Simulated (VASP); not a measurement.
Runs of VASP 6.6.1 on Ti. The structure is that of space group Pm-3m (No. 221), or close to it. The cells are those of the table. This isn't the form of Ti at room conditions, which is hcp.

| task | cell | cutoff (eV) | gap on the mesh (eV) | pressure (GPa) |
| --- | --- | --- | --- | --- |
| single point | a = 2.622 Å, 1 atom | 520 | none | 0.5 |
| single point | a = 2.365 Å, 1 atom | 520 | none | 41.5 |
| single point | a = 2.469 Å, 1 atom | 520 | none | (a) |
| relaxation of cell and atoms | relaxed from a = 2.690 Å, 1 atom | 600 | none | 0.1 |
| relaxation of cell and atoms | relaxed to 20 GPa from a = 2.690 Å, 1 atom | 600 | none | 20.0 |
| single point | a = 2.303 Å, 1 atom | 520 | none | 62.4 |
| relaxation of cell and atoms | relaxed to 40 GPa from a = 2.690 Å, 1 atom | 600 | none | 40.0 |
| relaxation of cell and atoms | relaxed to 60 GPa from a = 2.690 Å, 1 atom | 600 | none | 59.9 |

Alike in all rows: level r2SCAN; potentials or basis VASP PAW PBE potentials, release 64 (Ti_sv); no spin polarisation; k mesh 6 × 6 × 6; smearing methfessel-paxton 0.05 eV.

**Question.** Fill in the values left out.

**Answer.** (a) 20.7.

Caveats: all runs use coarse meshes; the PAW data sets were made with another functional, which shifts forces and pressure a little; the cell is relaxed towards a set pressure, so the run minimises the enthalpy, not the energy (at least some runs).

A gap of «none» marks levels without a gap at the run's occupations.
